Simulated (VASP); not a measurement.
# Sn (Im-3m) in VASP: further runs

The runs below take Sn through single point, with r2SCAN0, r2SCAN50, HF.

All numbers are computed with VASP 6.6.1; they aren't measurements. Logs are shortened: lines on timing, memory, paths and dates and some standing lists are left out, and cuts for length are marked.

## Step 1: The cell of the first run

The structure is cubic, space group Im-3m (No. 229). The conventional cell has a = 3.789 Å, b = 3.789 Å, c = 3.789 Å, α = 90.00°, β = 90.00°, γ = 90.00°. Within 4.3 Å of Sn (site symmetry m-3m) lie 14 Sn at 3.28 to 3.79 Å.

This isn't the form of Sn at room conditions, which is tetragonal (white tin).

## Step 2: Single point, r2SCAN0

POSCAR reads:

```
Sn
1.0
   -1.8946518192      1.8946518192      1.8946518192
    1.8946518192     -1.8946518192      1.8946518192
    1.8946518192      1.8946518192     -1.8946518192
Sn
1
Direct
    0.0000000000      0.0000000000      0.0000000000
```

INCAR.step1 reads:

```
PREC = Accurate ; ENCUT = 520
EDIFF = 1E-5 ; ISMEAR = -1
SIGMA = 0.05 ; LREAL = F
LASPH = T ; NELM = 100
ALGO = Normal ; ISIF = 2
LWAVE = T ; LCHARG = F
NBANDS = 13 ; GGA = PE
```

INCAR.step2 reads:

```
PREC = Accurate ; ENCUT = 520
EDIFF = 1E-6 ; ISMEAR = -1
SIGMA = 0.05 ; LREAL = F
LASPH = T ; NELM = 100
ALGO = Normal ; ISIF = 2
LWAVE = F ; LCHARG = F
METAGGA = R2SCAN ; LHFCALC = T
AEXX = 0.25 ; LMIXTAU = T
PRECFOCK = Normal ; NBANDS = 13
ISTART = 1
```

KPOINTS reads:

```
regular mesh
0
Gamma
  5 5 5
```

Potentials or basis: VASP PAW PBE potentials, release 64 (Sn_d).

Started as:

```sh
$ cat potpaw_PBE.64/Sn_d/POTCAR > POTCAR
$ cp INCAR.step1 INCAR
$ mpirun -np 1 vasp_std > vasp.out
$ cp INCAR.step2 INCAR
$ mpirun -np 1 vasp_std > vasp.out
```

OUTCAR:

```text
PREC = Accurate
   ENCUT = 520
   EDIFF = 1E-6
   ISMEAR = -1
   LREAL = F
   LASPH = T
   NELM = 100
   ISIF = 2
   METAGGA = R2SCAN
   LHFCALC = T
   AEXX = 0.25
   PRECFOCK = Normal
   ISTART = 1

 ion  position               nearest neighbor table
   1  0.000  0.000  0.000-

  LATTYP: Found a body centered cubic cell.
 ALAT       =     3.7893036384

  Lattice vectors:

 A1 = (  -1.8946518192,   1.8946518192,   1.8946518192)
 A2 = (   1.8946518192,  -1.8946518192,   1.8946518192)
 A3 = (   1.8946518192,   1.8946518192,  -1.8946518192)

Analysis of symmetry for initial positions (statically):
=====================================================================
 Subroutine PRICEL returns:
 Original cell was already a primitive cell.

 Routine SETGRP: Setting up the symmetry group for a
 body centered cubic supercell.

 Subroutine GETGRP returns: Found 48 space group operations
 (whereof 48 operations were pure point group operations)
 out of a pool of 48 trial point group operations.

The static configuration has the point symmetry O_h .

Analysis of symmetry for dynamics (positions and initial velocities):
=====================================================================
 Subroutine PRICEL returns:
 Original cell was already a primitive cell.

 Routine SETGRP: Setting up the symmetry group for a
 body centered cubic supercell.

 Subroutine GETGRP returns: Found 48 space group operations
 (whereof 48 operations were pure point group operations)
 out of a pool of 48 trial point group operations.

The dynamic configuration has the point symmetry O_h .

 Subroutine INISYM returns: Found 48 space group operations
 (whereof 48 operations are pure point group operations),
 and found     1 'primitive' translations

----------------------------------------------------------------------------------------

                                     Primitive cell

  volume of cell :      27.2050

  direct lattice vectors                    reciprocal lattice vectors
    -1.894651819  1.894651819  1.894651819     0.000000000  0.263900731  0.263900731
     1.894651819 -1.894651819  1.894651819     0.263900731  0.000000000  0.263900731
     1.894651819  1.894651819 -1.894651819     0.263900731  0.263900731  0.000000000

  length of vectors
     3.281633214  3.281633214  3.281633214     0.373211993  0.373211993  0.373211993

  position of ions in fractional coordinates (direct lattice)
     0.000000000  0.000000000  0.000000000

  ion indices of the primitive-cell ions
   primitive index   ion index
                 1           1

----------------------------------------------------------------------------------------

 KPOINTS: regular mesh

Automatic generation of k-mesh.
 Grid dimensions read from file:
 generate k-points for:    5    5    5

 Generating k-lattice:

  Cartesian coordinates                     Fractional coordinates (reciprocal lattice)
     0.000000000  0.052780146  0.052780146     0.200000000  0.000000000  0.000000000
     0.052780146  0.000000000  0.052780146     0.000000000  0.200000000  0.000000000
     0.052780146  0.052780146  0.000000000     0.000000000  0.000000000  0.200000000

  Length of vectors
     0.074642399  0.074642399  0.074642399

  Shift w.r.t. Gamma in fractional coordinates (k-lattice)
     0.000000000  0.000000000  0.000000000

 Subroutine IBZKPT returns following result:
 ===========================================

 Found     10 irreducible k-points:

 Following reciprocal coordinates:
            Coordinates               Weight
  0.000000  0.000000  0.000000      1.000000
  0.200000  0.000000  0.000000     12.000000
  0.400000  0.000000  0.000000     12.000000
  0.200000  0.200000  0.000000     24.000000
  0.400000  0.200000 -0.000000     24.000000
  0.200000  0.200000  0.200000      8.000000
 -0.200000  0.200000  0.200000      6.000000
 -0.400000  0.400000  0.200000     24.000000
 -0.400000 -0.400000  0.200000      8.000000
 -0.400000  0.400000  0.400000      6.000000
   k-points           NKPTS =     10   k-points in BZ     NKDIM =    125   number of bands    NBANDS=     13
   number of dos      NEDOS =    301   number of ions     NIONS =      1
   total plane-waves  NPLWV =  13824
   dimension x,y,z NGX =    24 NGY =   24 NGZ =   24
   dimension x,y,z NGXF=    48 NGYF=   48 NGZF=   48
   ions per type =               1
   NGX,Y,Z   is equivalent  to a cutoff of  12.16, 12.16, 12.16 a.u.
   NGXF,Y,Z  is equivalent  to a cutoff of  24.32, 24.32, 24.32 a.u.
 SYSTEM =  unknown system
   PREC   = accura    normal or accurate (medium, high low for compatibility)
   ISTART =      1    job   : 0-new  1-cont  2-samecut
   ICHARG =      0    charge: 1-file 2-atom 10-const
   ISPIN  =      1    spin polarized calculation?
   LNONCOLLINEAR =      F non collinear calculations
   LSORBIT =      F    spin-orbit coupling
   LASPH  =      T    aspherical Exc in radial PAW
   ENCUT  =  520.0 eV  38.22 Ry    6.18 a.u.   6.10  6.10  6.10*2*pi/ulx,y,z
   NELM   =    100;   NELMIN=  2; NELMDL=  0     # of ELM steps
   EDIFF  = 0.1E-05   stopping-criterion for ELM
   LREAL  =      F    real-space projection
   EDIFFG = 0.1E-04   stopping-criterion for IOM
   NSW    =      0    number of steps for IOM
   IBRION =     -1    ionic relax: 0-MD 1-quasi-New 2-CG
   NFREE  =      0    steps in history (QN), initial steepest desc. (CG)
   ISIF   =      2    stress and relaxation
   ISYM   =      3    0-nonsym 1-usesym 2-fastsym
   POTIM  = 0.5000    time-step for ionic-motion
   TEBEG  =    0.0;   TEEND  =   0.0 temperature during run
   PSTRESS=    0.0 pullay stress
   NELECT =      14.0000    total number of electrons
   NUPDOWN=      -1.0000    fix difference up-down
   EMIN   =  10.00;   EMAX   =-10.00  energy-range for DOS
   EFERMI =   0.00;   METHOD = LEGACY
   ISMEAR =    -1;   SIGMA  =   0.05  broadening in eV -4-tet -1-fermi 0-gaus
   EFERMI_NEDOS =   21; number of points for ismear=-14 and -15
   IALGO  =     38    algorithm
   IMIX   =      1    mixing-type and parameters
     AMIX     =   0.40;   BMIX     =  1.00
     AMIX_MAG =   1.60;   BMIX_MAG =  1.00
  volume/ion in A,a.u.               =      27.20       183.59
  Fermi-wavevector in a.u.,A,eV,Ry     =   1.311902  2.479136 23.416813  1.721087
  Thomas-Fermi vector in A             =   2.442332
   LORBIT       =      0    0 simple, 1 ext, 2 COOP (PROOUT), +10 PAW based schemes
   METAGGA = R2SCAN    functional components
   LHFCALC =     T    Hartree Fock is set to
   PRECFOCK=normal    Normal, Fast or Accurate (Low or Medium for compatibility)
   ENCUT4O =  -1.0   cutoff for four orbital integrals eV
   NKREDX  =     1    reduce k-point grid by
   NKREDY  =     1    reduce k-point grid by
   NKREDZ  =     1    reduce k-point grid by
   AEXX    =    0.2500 exact exchange contribution
   HFSCREEN=    0.0000 screening length (either q_TF or 0.3 A-1)
   HFSCREENC=   0.0000 screening length for correlation (either q_TF or 0.3 A-1)
   ENCUTFOCK=  -1.0 apply spherical cutoff to Coloumb kernel
   IVDW    =     0    specifies the selected vdW correction
   LEPSILON=     F    determine dielectric tensor
   LRPA    =     F    only Hartree local field effects (RPA)
 non-spin polarized calculation
  energy-cutoff  :      520.00
  volume of cell :       27.20
 maximum number of plane-waves:       751
  NGX = 20; NGY = 20; NGZ = 20

 number of electron      13.9999996 magnetization

 Free energy of the ion-electron system (eV)
  ---------------------------------------------------
  ext. energy  EPLUGINS =         0.00000000
  ---------------------------------------------------
  free energy    TOTEN  =       -20.21214724 eV

  energy without entropy =      -20.20781427  energy(sigma->0) =      -20.20998076

 E-fermi :   8.0086     XC(G=0):  -8.7465

 val. band max:        7.9829793398   @ k =   0.2000   0.2000   0.2000
 cond. band min:       8.4259514269   @ k =   0.2000   0.2000   0.2000
 fundamental gap:      0.4429720872
 Fermi energy:         8.0086476226

 k-point     1 :       0.0000    0.0000    0.0000
  band No.  band energies     occupation
      1     -16.7227      2.00000
      2     -16.7217      2.00000
      3     -16.7206      2.00000
      4     -16.5685      2.00000
      5     -16.5662      2.00000
      6      -5.2978      2.00000
      7      17.5127      0.00000
      8      17.5206      0.00000
      9      17.5244      0.00000
     10      21.8694      0.00000
     11      21.8734      0.00000
     12      21.8773      0.00000
     13      22.2814      0.00000

 k-point     2 :       0.2000    0.0000    0.0000
  band No.  band energies     occupation
      1     -16.7398      2.00000
      2     -16.7005      2.00000
      3     -16.6387      2.00000
      4     -16.5851      2.00000
      5     -16.5706      2.00000
      6      -4.2850      2.00000
      7      11.9301      0.00000
      8      15.0032      0.00000
      9      16.4150      0.00000
     10      18.9252      0.00000
     11      19.1084      0.00000
     12      21.7254      0.00000
     13      23.8008      0.00000

 k-point     3 :       0.4000    0.0000    0.0000
  band No.  band energies     occupation
      1     -16.7688      2.00000
      2     -16.7025      2.00000
      3     -16.5822      2.00000
      4     -16.5767      2.00000
      5     -16.5003      2.00000
      6      -1.2751      2.00000
      7       4.4326      2.00000
      8      12.8252      0.00000
      9      14.9810      0.00000
     10      17.5800      0.00000
     11      17.6587      0.00000
     12      24.1022      0.00000
     13      25.4851      0.00000
[... 81 lines left out ...]
 k-point     9 :      -0.4000   -0.4000    0.2000
  band No.  band energies     occupation
      1     -16.6819      2.00000
      2     -16.6797      2.00000
      3     -16.6497      2.00000
      4     -16.5205      2.00000
      5     -16.5192      2.00000
      6       2.2681      2.00000
      7       5.2801      2.00000
      8       5.2867      2.00000
      9      13.4878      0.00000
     10      17.0032      0.00000
     11      17.0040      0.00000
     12      21.0897      0.00000
     13      28.8512      0.00000

 k-point    10 :      -0.4000    0.4000    0.4000
  band No.  band energies     occupation
      1     -16.7276      2.00000
      2     -16.7130      2.00000
      3     -16.5292      2.00000
      4     -16.5276      2.00000
      5     -16.5198      2.00000
      6       2.5672      2.00000
      7       7.5370      1.99984
      8       7.5384      1.99984
      9       8.5426      0.00005
     10      13.1921      0.00000
     11      15.6664      0.00000
     12      26.9827      0.00000
     13      28.3169      0.00000

------------------------ aborting loop because EDIFF is reached ----------------------------------------

  FORCE on cell =-STRESS in cart. coord.  units (eV):
  Direction    XX          YY          ZZ          XY          YZ          ZX
  --------------------------------------------------------------------------------------
  -------------------------------------------------------------------------------------
  Total        0.3090883      0.3090883      0.3090883     -0.0000000     -0.0000000     -0.0000000
  in kB       18.2030801     18.2030801     18.2030801     -0.0000000     -0.0000000     -0.0000000
  external PRESSURE =      18.2030801 kB  Pullay stress =       0.0000000 kB

 VOLUME and BASIS-vectors are now :
 -----------------------------------------------------------------------------
  energy-cutoff  :      520.00
  volume of cell :       27.20
      direct lattice vectors                 reciprocal lattice vectors
    -1.894651819  1.894651819  1.894651819     0.000000000  0.263900731  0.263900731
     1.894651819 -1.894651819  1.894651819     0.263900731  0.000000000  0.263900731
     1.894651819  1.894651819 -1.894651819     0.263900731  0.263900731  0.000000000

 POSITION                                       TOTAL-FORCE (eV/Angst)
 -----------------------------------------------------------------------------------
      0.00000      0.00000      0.00000         0.000000     -0.000000     -0.000000
 -----------------------------------------------------------------------------------
    total drift:                                0.000000      0.000000      0.000000

  FREE ENERGIE OF THE ION-ELECTRON SYSTEM (eV)
  ---------------------------------------------------
  free  energy   TOTEN  =       -20.2121472426 eV

  energy  without entropy=      -20.2078142738  energy(sigma->0) =      -20.20998076
```

Wall time 13 min (1 thread of Intel Xeon Platinum 8488C (Sapphire Rapids), shared host); peak memory 0.16 GiB.

What came out:

* Free energy: -20.2121 eV
* Pressure: 1.8 GPa
* Band gap on the k mesh: zero (bands 7 and 8 overlap by 12.23 eV)

Levels at points of the mesh, in eV from the Fermi level:
```tsv
k point	band 5	band 6	band 7	band 8	band 9	band 10
(0.00, 0.00, 0.00)	-24.57	-13.31	9.50	9.51	9.52	13.86
```

Caveat: the k points lie up to 0.47 Å⁻¹ apart, too coarse for converged energies and pressures of a metal; the PAW data sets were made with another functional, which shifts forces and pressure a little; spin-orbit coupling is left out, which moves the levels of the heavy elements.

(Part 1 of 2 ends here.)

The gap in the log of VASP goes by the Fermi energy; the results here count the filled bands.